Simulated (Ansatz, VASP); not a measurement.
Ni in VASP and in Ansatz

```
Ni
1.0
    -1.38372    1.38372    1.38372
     1.38372   -1.38372    1.38372
     1.38372    1.38372   -1.38372
Ni
1
Direct
  0.00000 0.00000 0.00000
```

Alike in both runs: task single point; functional r2SCAN; dispersion D4; k mesh 13 × 13 × 13; collinear spin; Hubbard terms Ni d U = 3.0 eV.

|  | VASP | Ansatz |
| --- | --- | --- |
| version | VASP 6.6.1 | Ansatz 0.2.0 |
| potentials or method | VASP PAW PBE potentials, release 64 (Ni) | Ansatz PAW |
| plane-wave cutoff (eV) | 660 | 500 |
| occupations | methfessel-paxton of order 1, width 0.1 eV | cold, width 0.1 eV |
| valence electrons in the cell | 10 | 18 |

VASP gave:

```
gap on the k mesh at the Fermi level (eV)                     : none
pressure (GPa)                                                : -7.5
net moment per atom (μB)                                      : 0.65
size of the moment on the site where the two differ most (μB) : 0.68
```

Task: Which values does Ansatz return?

Result: gap on the k mesh at the Fermi level (eV): none; pressure (GPa): -1.3; net moment per atom (μB): 0.65; size of the moment on the site where the two differ most (μB): 0.72.

VASP's potentials were made for PBE, not for r2SCAN. Site moments also hang on the region over which each program counts them. The programs project onto different local orbitals, so the same U acts differently, and such runs can settle in different states. A gap of «none» marks a metal or a gap that the smearing closes. VASP's potentials hold 10 valence electrons a cell and Ansatz's 18, so a difference there can come from the potentials and not from the codes.

Noted on Ansatz's run: the magnetic or orbital state may not be the lowest.
